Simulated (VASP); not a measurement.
# Li12NO in VASP: single point with PBE

Aim: the single point of Li12NO with PBE.

Everything below comes from runs of VASP 6.6.1. Logs are shortened: lines on timing, memory, paths and dates and some standing lists are left out, and cuts for length are marked.

**1. The cell of the first run**

The cell holds a slab with vacuum, 14 atoms: a = 5.945 Å, b = 5.945 Å, c = 22.683 Å, α = 90.00°, β = 90.00°, γ = 109.47°.

**2. Single point, PBE, collinear spin, ferromagnetic start**

Input file INCAR:

```
SYSTEM = Li12NO
PREC = Accurate ; ENCUT = 520
EDIFF = 1E-7 ; ISMEAR = 0
SIGMA = 0.1 ; LREAL = .False.
LASPH = .True. ; NELM = 150
ALGO = Normal ; ISIF = 2
LWAVE = .False. ; LCHARG = .False.
ISPIN = 2 ; MAGMOM = 0 0 0 0 0 0 0 0 0 0 0 0 1 0
LORBIT = 11 ; LDIPOL = .True.
IDIPOL = 3 ; DIPOL = 0.5 0.5 0.303
GGA = PE ; NBANDS = 40
KPAR = 4
```

Input file KPOINTS:

```
Automatic mesh
0
Gamma
  5 5 1
  0 0 0
```

Input file POSCAR:

```
Li12NO
1.0
    5.9451735978      0.0000000000      0.0000000000
   -1.9817245326      5.6051634218      0.0000000000
    0.0000000000      0.0000000000     22.6831262891
Li N O
12 1 1
Direct
    0.2500000000      0.2500000000      0.1763425354
    0.2500000000      0.7500000000      0.1763425354
    0.7500000000      0.2500000000      0.1763425354
    0.7500000000      0.7500000000      0.1763425354
    0.0000000000      0.0000000000      0.2794233694
    0.0000000000      0.5000000000      0.2794233694
    0.5000000000      0.0000000000      0.2794233694
    0.5000000000      0.5000000000      0.2794233694
    0.2500000000      0.2500000000      0.3828011262
    0.2500000000      0.7500000000      0.3828011262
    0.7500000000      0.2500000000      0.3828011262
    0.7500000000      0.7500000000      0.3828011262
    0.9166666667      0.5833333333      0.4401124502
    1.0826986962      0.7493653629      0.4535764881
```

Potentials or basis: VASP PAW PBE potentials, release 64 (Li_sv, N, O).

Launch:

```sh
cat potpaw_PBE.64/Li_sv/POTCAR potpaw_PBE.64/N/POTCAR potpaw_PBE.64/O/POTCAR > POTCAR
mpirun -np 4 vasp_std > vasp.out
```

OUTCAR:

```text
SYSTEM = Li12NO
   PREC = Accurate
   ENCUT = 520
   EDIFF = 1E-7
   ISMEAR = 0
   LREAL = .False.
   LASPH = .True.
   NELM = 150
   ISIF = 2
   ISPIN = 2
   LORBIT = 11
   GGA = PE

 ion  position               nearest neighbor table
   1  0.250  0.250  0.176-
   2  0.250  0.750  0.176-
   3  0.750  0.250  0.176-
   4  0.750  0.750  0.176-
   5  0.000  0.000  0.279-
   6  0.000  0.500  0.279-
   7  0.500  0.000  0.279-
   8  0.500  0.500  0.279-
   9  0.250  0.250  0.383-
  10  0.250  0.750  0.383-  14 1.89
  11  0.750  0.250  0.383-
  12  0.750  0.750  0.383-  13 2.08
  13  0.917  0.583  0.440-  14 1.18  12 2.08
  14  0.083  0.749  0.454-  13 1.18  10 1.89

  LATTYP: Found a base centered orthorhombic cell.
 ALAT       =     6.8648951542
 B/A-ratio  =     1.4142135624
 C/A-ratio  =     3.3042203529

  Lattice vectors:

 A1 = (   5.9451735978,   0.0000000000,   0.0000000000)
 A2 = (  -1.9817245326,   5.6051634218,   0.0000000000)
 A3 = (   0.0000000000,   0.0000000000,  22.6831262891)

Analysis of symmetry for initial positions (statically):
=====================================================================
 Subroutine PRICEL returns:
 Original cell was already a primitive cell.

 Routine SETGRP: Setting up the symmetry group for a
 base centered orthorhombic supercell.

 Subroutine GETGRP returns: Found  1 space group operations
 (whereof  1 operations were pure point group operations)
 out of a pool of  8 trial point group operations.

The static configuration has the point symmetry C_1 .

Analysis of symmetry for dynamics (positions and initial velocities):
=====================================================================
 Subroutine PRICEL returns:
 Original cell was already a primitive cell.

 Routine SETGRP: Setting up the symmetry group for a
 base centered orthorhombic supercell.

 Subroutine GETGRP returns: Found  1 space group operations
 (whereof  1 operations were pure point group operations)
 out of a pool of  8 trial point group operations.

The dynamic configuration has the point symmetry C_1 .

[... 189 lines left out ...]
      2     -48.8670      1.00000
      3     -48.8549      1.00000
      4     -48.8464      1.00000
      5     -48.8373      1.00000
      6     -48.7474      1.00000
[... 483 lines left out ...]
     34       1.5674      0.00000
     35       1.6040      0.00000
 Fermi energy:        -1.9045514778

 spin component 2

 k-point     1 :       0.0000    0.0000    0.0000
  band No.  band energies     occupation
      1     -49.2138      1.00000
      2     -48.8644      1.00000
      3     -48.8552      1.00000
      4     -48.8482      1.00000
      5     -48.8392      1.00000
      6     -48.7616      1.00000
[... 483 lines left out ...]
     34       1.5875      0.00000
     35       1.6225      0.00000
 [bands above 35 left out]

------------------------ aborting loop because EDIFF is reached ----------------------------------------

 vacuum level on the upper side and lower side of the slab       (xc-potential included)         0.176        -0.314

  FORCE on cell =-STRESS in cart. coord.  units (eV):
  Direction    XX          YY          ZZ          XY          YZ          ZX
  --------------------------------------------------------------------------------------
  -------------------------------------------------------------------------------------
  Total        2.9069534      3.8958543      0.1870122      2.6705649      1.1386784      1.0483192
  in kB        6.1615919      8.2576707      0.3963920      5.6605417      2.4135480      2.2220223
  external PRESSURE =       4.9385515 kB  Pullay stress =       0.0000000 kB

 VOLUME and BASIS-vectors are now :
 -----------------------------------------------------------------------------
  energy-cutoff  :      520.00
  volume of cell :      755.89
      direct lattice vectors                 reciprocal lattice vectors
     5.945173598  0.000000000  0.000000000     0.168203667  0.059468977  0.000000000
    -1.981724533  5.605163422  0.000000000     0.000000000  0.178406930  0.000000000
     0.000000000  0.000000000 22.683126289     0.000000000  0.000000000  0.044085634

 POSITION                                       TOTAL-FORCE (eV/Angst)
 -----------------------------------------------------------------------------------
      0.99086      1.40129      4.00000        -0.004753     -0.004181     -0.018607
      0.00000      4.20387      4.00000        -0.023013     -0.004782      0.003977
      3.96345      1.40129      4.00000         0.008189      0.014621     -0.007078
      2.97259      4.20387      4.00000         0.020820     -0.003837     -0.008293
      0.00000      0.00000      6.33820        -0.019096      0.031778     -0.069336
     -0.99086      2.80258      6.33820         0.006691     -0.006687     -0.057204
      2.97259      0.00000      6.33820         0.028297     -0.026239      0.090978
      1.98172      2.80258      6.33820        -0.028444      0.001705     -0.008555
      0.99086      1.40129      8.68313        -0.063772     -0.031497      0.010163
      0.00000      4.20387      8.68313        -0.093304     -0.085405     -0.067759
      3.96345      1.40129      8.68313         0.034403      0.643137      0.355128
      2.97259      4.20387      8.68313         0.159303     -0.149289      0.128102
      4.29374      3.26968      9.98313        -3.499094     -5.770937     -2.469154
     -0.99338      4.20032     10.28853         3.473773      5.391613      2.117638
 -----------------------------------------------------------------------------------
    total drift:                                0.000217      0.000271      0.002558

  FREE ENERGIE OF THE ION-ELECTRON SYSTEM (eV)
  ---------------------------------------------------
  free  energy   TOTEN  =       -34.6967798842 eV

  energy  without entropy=      -34.6649303285  energy(sigma->0) =      -34.68085511

 vacuum level on the upper side and lower side of the slab         1.833         1.316

 total charge

# of ion       s       p       d       tot
------------------------------------------
    1        2.036   0.034   0.000   2.070
    2        2.035   0.035   0.000   2.070
    3        2.035   0.035   0.000   2.070
    4        2.037   0.034   0.000   2.070
    5        2.033   0.045   0.000   2.078
    6        2.032   0.044   0.000   2.077
    7        2.029   0.046   0.000   2.076
    8        2.031   0.046   0.000   2.077
    9        2.034   0.031   0.000   2.065
   10        2.027   0.054   0.000   2.080
   11        2.025   0.040   0.000   2.065
   12        2.029   0.047   0.000   2.076
   13        1.299   2.451   0.000   3.750
   14        1.597   3.546   0.000   5.143
--------------------------------------------------
tot         27.278   6.489   0.000  33.767

 magnetization (x)

# of ion       s       p       d       tot
------------------------------------------
    1        0.001   0.000   0.000   0.001
    2       -0.001  -0.000   0.000  -0.001
    3       -0.001   0.000   0.000  -0.001
    4       -0.000  -0.000   0.000  -0.001
    5        0.001   0.001   0.000   0.002
    6       -0.001  -0.001   0.000  -0.002
    7        0.000   0.001   0.000   0.001
    8        0.001   0.001   0.000   0.002
    9       -0.003  -0.002   0.000  -0.005
   10        0.000   0.000   0.000   0.000
   11       -0.002  -0.004   0.000  -0.006
   12        0.002   0.005   0.000   0.007
   13        0.017   0.589   0.000   0.606
   14        0.005   0.409   0.000   0.414
--------------------------------------------------
tot          0.020   0.999   0.000   1.019
```

OSZICAR:

```text
N       E                     dE             d eps       ncg     rms          rms(c)
DAV:   1     0.316779128799E+03    0.31678E+03   -0.20883E+04  2424   0.973E+02
DAV:   2     0.548722190496E+02   -0.26191E+03   -0.24162E+03  2432   0.265E+02
DAV:   3    -0.840356996319E+01   -0.63276E+02   -0.59891E+02  3272   0.887E+01
[... 31 lines left out ...]
DAV:  35    -0.346967679011E+02   -0.44691E-05   -0.17847E-07  2120   0.174E-03    0.308E-04
DAV:  36    -0.346967747517E+02   -0.68507E-05   -0.26740E-07  2048   0.192E-03    0.220E-04
DAV:  37    -0.346967782439E+02   -0.34922E-05   -0.24184E-07  2104   0.161E-03    0.147E-04
DAV:  38    -0.346967795854E+02   -0.13415E-05   -0.11136E-07  2072   0.114E-03    0.760E-05
DAV:  39    -0.346967798451E+02   -0.25975E-06   -0.26301E-08  2024   0.701E-04    0.500E-05
DAV:  40    -0.346967798842E+02   -0.39048E-07   -0.66901E-09  1904   0.349E-04
   1 F= -.34696780E+02 E0= -.34680855E+02  d E =-.318496E-01  mag=     1.4012
```

It took 9.8 min on 4 MPI ranks of AMD EPYC 9R45 (Zen 5), shared host; peak memory 1.6 GiB.

Results:

| Item | Value |
| --- | --- |
| Free energy | -34.6968 eV |
| Largest force | 7.186 eV/Å |
| Net moment | 1.40 μB per cell |
| Site moments | Li +0.00, -0.00, -0.01, +0.01 (each value once); N +0.61; O +0.41 μB |
| Valence electrons inside the program's atomic spheres | Li 2.07, 2.08, 2.06 (each value once); N 3.75; O 5.14 |

Forces on the atoms (eV/Å):
```
Li  -0.005 -0.004 -0.019
Li  -0.023 -0.005  0.004
Li   0.008  0.015 -0.007
Li   0.021 -0.004 -0.008
Li  -0.019  0.032 -0.069
Li   0.007 -0.007 -0.057
Li   0.028 -0.026  0.091
Li  -0.028  0.002 -0.009
Li  -0.064 -0.031  0.010
Li  -0.093 -0.085 -0.068
Li   0.034  0.643  0.355
Li   0.159 -0.149  0.128
N   -3.499 -5.771 -2.469
O    3.474  5.392  2.118
```

Caveat: the cutoff is under 1.25 times the usual one of these potentials, so pressure, stress and relaxed cells hold a basis-set (Pulay) error; the standard files for N, O and F lose accuracy on very short bonds.
